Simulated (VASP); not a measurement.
# CsCdCl3 (Pm-3m) in VASP: single point with LDA

Aim: the single point of CsCdCl3 with LDA.

All numbers are computed with VASP 6.6.1; they aren't measurements. Logs are shortened: lines on timing, memory, paths and dates and some standing lists are left out, and cuts for length are marked.

**1. The cell of the first run**

It takes space group Pm-3m (No. 221, cubic). Conventional cell: a = 5.200 Å, b = 5.200 Å, c = 5.200 Å, α = 90.00°, β = 90.00°, γ = 90.00°. Within 4.8 Å of Cs (site symmetry m-3m) lie 12 Cl at 3.68 Å and 8 Cd at 4.50 Å. Within 3.4 Å of Cd (site symmetry m-3m) lie 6 Cl at 2.60 Å. Cl (site symmetry 4/mmm) has 2 Cd at 2.60 Å within 3.4 Å.

**2. Single point, LDA**

File INCAR:

```
SYSTEM = CsCdCl3
  ALGO = Normal
  EDIFF = 1E-6
  ENCUT = 520
  GGA = CA
  ISIF = 2
  ISMEAR = 0
  LASPH = .TRUE.
  LCHARG = .FALSE.
  LREAL = .FALSE.
  LWAVE = .FALSE.
  NBANDS = 29
  NELM = 60
  PREC = Accurate
  SIGMA = 0.01
```

File KPOINTS:

```
k-points
0
G
  4 4 4
  0 0 0
```

File POSCAR:

```
CsCdCl3
1.0
    5.2000000000      0.0000000000      0.0000000000
    0.0000000000      5.2000000000      0.0000000000
    0.0000000000      0.0000000000      5.2000000000
Cs Cd Cl
1 1 3
Direct
    0.0000000000      0.0000000000      0.0000000000
    0.5000000000      0.5000000000      0.5000000000
    0.0000000000      0.5000000000      0.5000000000
    0.5000000000      0.0000000000      0.5000000000
    0.5000000000      0.5000000000      0.0000000000
```

Potentials or basis: VASP PAW LDA potentials, release 64 (Cs_sv, Cd, Cl).

Launch:

```
$ cat potpaw_LDA.64/Cs_sv/POTCAR potpaw_LDA.64/Cd/POTCAR potpaw_LDA.64/Cl/POTCAR > POTCAR
$ mpirun -np 1 vasp_std > vasp.out
```

OUTCAR:

```text
SYSTEM = CsCdCl3
   EDIFF = 1E-6
   ENCUT = 520
   GGA = CA
   ISIF = 2
   ISMEAR = 0
   LASPH = .TRUE.
   LREAL = .FALSE.
   NELM = 60
   PREC = Accurate

 ion  position               nearest neighbor table
   1  0.000  0.000  0.000-
   2  0.500  0.500  0.500-   3 2.60   4 2.60   5 2.60   5 2.60   4 2.60   3 2.60
   3  0.000  0.500  0.500-   2 2.60   2 2.60
   4  0.500  0.000  0.500-   2 2.60   2 2.60
   5  0.500  0.500  0.000-   2 2.60   2 2.60

  LATTYP: Found a simple cubic cell.
 ALAT       =     5.2000000000

  Lattice vectors:

 A1 = (   5.2000000000,   0.0000000000,   0.0000000000)
 A2 = (   0.0000000000,   5.2000000000,   0.0000000000)
 A3 = (   0.0000000000,   0.0000000000,   5.2000000000)

Analysis of symmetry for initial positions (statically):
=====================================================================
 Subroutine PRICEL returns:
 Original cell was already a primitive cell.

 Routine SETGRP: Setting up the symmetry group for a
 simple cubic supercell.

 Subroutine GETGRP returns: Found 48 space group operations
 (whereof 48 operations were pure point group operations)
 out of a pool of 48 trial point group operations.

The static configuration has the point symmetry O_h .

Analysis of symmetry for dynamics (positions and initial velocities):
=====================================================================
 Subroutine PRICEL returns:
 Original cell was already a primitive cell.

 Routine SETGRP: Setting up the symmetry group for a
 simple cubic supercell.

 Subroutine GETGRP returns: Found 48 space group operations
 (whereof 48 operations were pure point group operations)
 out of a pool of 48 trial point group operations.

The dynamic configuration has the point symmetry O_h .

 Subroutine INISYM returns: Found 48 space group operations
 (whereof 48 operations are pure point group operations),
 and found     1 'primitive' translations

----------------------------------------------------------------------------------------

                                     Primitive cell

  volume of cell :     140.6080

  direct lattice vectors                    reciprocal lattice vectors
     5.200000000  0.000000000  0.000000000     0.192307692  0.000000000  0.000000000
     0.000000000  5.200000000  0.000000000     0.000000000  0.192307692  0.000000000
     0.000000000  0.000000000  5.200000000     0.000000000  0.000000000  0.192307692

  length of vectors
     5.200000000  5.200000000  5.200000000     0.192307692  0.192307692  0.192307692

  position of ions in fractional coordinates (direct lattice)
     0.000000000  0.000000000  0.000000000
     0.500000000  0.500000000  0.500000000
     0.000000000  0.500000000  0.500000000
     0.500000000  0.000000000  0.500000000
     0.500000000  0.500000000  0.000000000

  ion indices of the primitive-cell ions
   primitive index   ion index
                 1           1
                 2           2
                 3           3
                 4           4
                 5           5

----------------------------------------------------------------------------------------

 KPOINTS: k-points

Automatic generation of k-mesh.
 Grid dimensions read from file:
 generate k-points for:    4    4    4

 Generating k-lattice:

  Cartesian coordinates                     Fractional coordinates (reciprocal lattice)
     0.048076923  0.000000000  0.000000000     0.250000000  0.000000000  0.000000000
     0.000000000  0.048076923  0.000000000     0.000000000  0.250000000  0.000000000
     0.000000000  0.000000000  0.048076923     0.000000000  0.000000000  0.250000000

  Length of vectors
     0.048076923  0.048076923  0.048076923

  Shift w.r.t. Gamma in fractional coordinates (k-lattice)
     0.000000000  0.000000000  0.000000000

 Subroutine IBZKPT returns following result:
 ===========================================

 Found     10 irreducible k-points:

 Following reciprocal coordinates:
            Coordinates               Weight
  0.000000  0.000000  0.000000      1.000000
  0.250000  0.000000  0.000000      6.000000
  0.500000  0.000000  0.000000      3.000000
  0.250000  0.250000  0.000000     12.000000
  0.500000  0.250000  0.000000     12.000000
  0.500000  0.500000  0.000000      3.000000
  0.250000  0.250000  0.250000      8.000000
  0.500000  0.250000  0.250000     12.000000
  0.500000  0.500000  0.250000      6.000000
  0.500000  0.500000  0.500000      1.000000
   k-points           NKPTS =     10   k-points in BZ     NKDIM =     10   number of bands    NBANDS=     29
   number of dos      NEDOS =    301   number of ions     NIONS =      5
   total plane-waves  NPLWV =  64000
   dimension x,y,z NGX =    40 NGY =   40 NGZ =   40
   dimension x,y,z NGXF=    80 NGYF=   80 NGZF=   80
   ions per type =               1   1   3
   NGX,Y,Z   is equivalent  to a cutoff of  12.79, 12.79, 12.79 a.u.
   NGXF,Y,Z  is equivalent  to a cutoff of  25.58, 25.58, 25.58 a.u.
 SYSTEM =  CsCdCl3
   PREC   = accura    normal or accurate (medium, high low for compatibility)
   ISTART =      0    job   : 0-new  1-cont  2-samecut
   ICHARG =      2    charge: 1-file 2-atom 10-const
   ISPIN  =      1    spin polarized calculation?
   LNONCOLLINEAR =      F non collinear calculations
   LSORBIT =      F    spin-orbit coupling
   LASPH  =      T    aspherical Exc in radial PAW
   ENCUT  =  520.0 eV  38.22 Ry    6.18 a.u.   9.67  9.67  9.67*2*pi/ulx,y,z
   NELM   =     60;   NELMIN=  2; NELMDL= -5     # of ELM steps
   EDIFF  = 0.1E-05   stopping-criterion for ELM
   LREAL  =      F    real-space projection
   EDIFFG = 0.1E-04   stopping-criterion for IOM
   NSW    =      0    number of steps for IOM
   IBRION =     -1    ionic relax: 0-MD 1-quasi-New 2-CG
   NFREE  =      0    steps in history (QN), initial steepest desc. (CG)
   ISIF   =      2    stress and relaxation
   ISYM   =      2    0-nonsym 1-usesym 2-fastsym
   POTIM  = 0.5000    time-step for ionic-motion
   TEBEG  =    0.0;   TEEND  =   0.0 temperature during run
   PSTRESS=    0.0 pullay stress
   NELECT =      42.0000    total number of electrons
   NUPDOWN=      -1.0000    fix difference up-down
   EMIN   =  10.00;   EMAX   =-10.00  energy-range for DOS
   EFERMI =   0.00;   METHOD = LEGACY
   ISMEAR =     0;   SIGMA  =   0.01  broadening in eV -4-tet -1-fermi 0-gaus
   EFERMI_NEDOS =   21; number of points for ismear=-14 and -15
   IALGO  =     38    algorithm
   IMIX   =      4    mixing-type and parameters
     AMIX     =   0.40;   BMIX     =  1.00
     AMIX_MAG =   1.60;   BMIX_MAG =  1.00
  volume/ion in A,a.u.               =      28.12       189.77
  Fermi-wavevector in a.u.,A,eV,Ry     =   1.094346  2.068014 16.294239  1.197593
  Thomas-Fermi vector in A             =   2.230649
   LORBIT       =      0    0 simple, 1 ext, 2 COOP (PROOUT), +10 PAW based schemes
   GGA     = CA    functional components
   LHFCALC =     F    Hartree Fock is set to
   AEXX    =    0.0000 exact exchange contribution
   IVDW    =     0    specifies the selected vdW correction
   LEPSILON=     F    determine dielectric tensor
   LRPA    =     F    only Hartree local field effects (RPA)
 non-spin polarized calculation
 Gauss-broadening in eV      SIGMA  =   0.01
  energy-cutoff  :      520.00
  volume of cell :      140.61
 maximum number of plane-waves:      3840
 NGX is ok and might be reduce to    40
   NGX = 19   NGY = 19   NGZ = 19

 number of electron      42.0000006 magnetization

 Free energy of the ion-electron system (eV)
  ---------------------------------------------------
  ext. energy  EPLUGINS =         0.00000000
  ---------------------------------------------------
  free energy    TOTEN  =       -16.80725857 eV

  energy without entropy =      -16.80725857  energy(sigma->0) =      -16.80725857

 E-fermi :  -0.0117     XC(G=0):  -9.1399

 val. band max:       -0.0973826366   @ k =   0.5000   0.5000   0.5000
 cond. band min:       1.4408294526   @ k =   0.0000   0.0000   0.0000
 fundamental gap:      1.5382120892
 Fermi energy:        -0.0117333174

 k-point     1 :       0.0000    0.0000    0.0000
  band No.  band energies     occupation
      1     -19.0335      2.00000
      2     -13.6494      2.00000
      3     -13.0927      2.00000
      4     -13.0927      2.00000
      5      -6.6635      2.00000
      6      -6.6635      2.00000
[... 21 lines left out ...]
     28       7.0751      0.00000
     29      11.0206      0.00000

 k-point     2 :       0.2500    0.0000    0.0000
  band No.  band energies     occupation
      1     -19.0285      2.00000
      2     -13.5822      2.00000
      3     -13.1166      2.00000
      4     -13.0896      2.00000
      5      -6.7937      2.00000
      6      -6.6963      2.00000
[... 21 lines left out ...]
     28       7.6717      0.00000
     29      10.0661      0.00000

 k-point     3 :       0.5000    0.0000    0.0000
  band No.  band energies     occupation
      1     -19.0235      2.00000
      2     -13.5086      2.00000
      3     -13.1440      2.00000
      4     -13.0865      2.00000
      5      -7.1392      2.00000
      6      -6.7262      2.00000
[... 21 lines left out ...]
     28       8.5857      0.00000
     29       8.5857      0.00000

 k-point     4 :       0.2500    0.2500    0.0000
  band No.  band energies     occupation
      1     -19.0241      2.00000
      2     -13.5060      2.00000
      3     -13.1251      2.00000
      4     -13.1016      2.00000
      5      -6.9083      2.00000
      6      -6.7206      2.00000
[... 21 lines left out ...]
     28       8.1272      0.00000
     29       9.1921      0.00000

 k-point     5 :       0.5000    0.2500    0.0000
  band No.  band energies     occupation
      1     -19.0197      2.00000
      2     -13.4176      2.00000
      3     -13.1504      2.00000
      4     -13.1060      2.00000
      5      -7.1698      2.00000
      6      -6.7424      2.00000
[... 21 lines left out ...]
     28       8.4742      0.00000
     29       8.6313      0.00000

 k-point     6 :       0.5000    0.5000    0.0000
  band No.  band energies     occupation
      1     -19.0159      2.00000
      2     -13.2922      2.00000
      3     -13.1569      2.00000
      4     -13.1569      2.00000
      5      -7.2670      2.00000
      6      -6.9082      2.00000
[... 21 lines left out ...]
     28       8.7210      0.00000
     29       8.7258      0.00000

 k-point     7 :       0.2500    0.2500    0.2500
  band No.  band energies     occupation
      1     -19.0202      2.00000
      2     -13.4276      2.00000
      3     -13.1193      2.00000
      4     -13.1193      2.00000
      5      -6.9032      2.00000
      6      -6.9032      2.00000
[... 21 lines left out ...]
     28       8.5077      0.00000
     29       9.1008      0.00000

 k-point     8 :       0.5000    0.2500    0.2500
  band No.  band energies     occupation
      1     -19.0164      2.00000
      2     -13.3335      2.00000
      3     -13.1494      2.00000
      4     -13.1135      2.00000
      5      -7.1850      2.00000
      6      -6.8956      2.00000
[... 21 lines left out ...]
     28       8.7208      0.00000
     29       8.9702      0.00000

 k-point     9 :       0.5000    0.5000    0.2500
  band No.  band energies     occupation
      1     -19.0131      2.00000
      2     -13.2183      2.00000
      3     -13.1485      2.00000
      4     -13.1485      2.00000
      5      -7.2664      2.00000
      6      -7.0669      2.00000
[... 21 lines left out ...]
     28       8.5477      0.00000
     29       8.5477      0.00000

 k-point    10 :       0.5000    0.5000    0.5000
  band No.  band energies     occupation
      1     -19.0102      2.00000
      2     -13.1401      2.00000
      3     -13.1401      2.00000
      4     -13.1401      2.00000
      5      -7.2659      2.00000
      6      -7.2659      2.00000
[... 21 lines left out ...]
     28       8.4101      0.00000
     29       8.4101      0.00000

------------------------ aborting loop because EDIFF is reached ----------------------------------------

  FORCE on cell =-STRESS in cart. coord.  units (eV):
  Direction    XX          YY          ZZ          XY          YZ          ZX
  --------------------------------------------------------------------------------------
  -------------------------------------------------------------------------------------
  Total       -1.4897766     -1.4897766     -1.4897766     -0.0000000     -0.0000000      0.0000000
  in kB      -16.9754661    -16.9754661    -16.9754661     -0.0000000     -0.0000000      0.0000000
  external PRESSURE =     -16.9754661 kB  Pullay stress =       0.0000000 kB

 VOLUME and BASIS-vectors are now :
 -----------------------------------------------------------------------------
  energy-cutoff  :      520.00
  volume of cell :      140.61
      direct lattice vectors                 reciprocal lattice vectors
     5.200000000  0.000000000  0.000000000     0.192307692  0.000000000  0.000000000
     0.000000000  5.200000000  0.000000000     0.000000000  0.192307692  0.000000000
     0.000000000  0.000000000  5.200000000     0.000000000  0.000000000  0.192307692

 POSITION                                       TOTAL-FORCE (eV/Angst)
 -----------------------------------------------------------------------------------
      0.00000      0.00000      0.00000         0.000000      0.000000      0.000000
      2.60000      2.60000      2.60000         0.000000      0.000000      0.000000
      0.00000      2.60000      2.60000         0.000000      0.000000      0.000000
      2.60000      0.00000      2.60000         0.000000      0.000000      0.000000
      2.60000      2.60000      0.00000         0.000000      0.000000      0.000000
 -----------------------------------------------------------------------------------
    total drift:                                0.000000      0.000000     -0.000000

  FREE ENERGIE OF THE ION-ELECTRON SYSTEM (eV)
  ---------------------------------------------------
  free  energy   TOTEN  =       -16.8072585669 eV

  energy  without entropy=      -16.8072585669  energy(sigma->0) =      -16.80725857
```

Wall time 40 s (1 thread of Intel Xeon Platinum 8488C (Sapphire Rapids), shared host); peak memory 0.21 GiB.

What came out:

| Item | Value |
| --- | --- |
| Free energy | -16.8073 eV |
| Pressure | -1.7 GPa |
| Band gap on the k mesh | 1.54 eV, indirect (least direct gap 2.12 eV) |

Caveat: spin-orbit coupling is left out, which moves the levels of the heavy elements. Expect the measured gap to be larger: semilocal functionals such as LDA lack the derivative discontinuity.
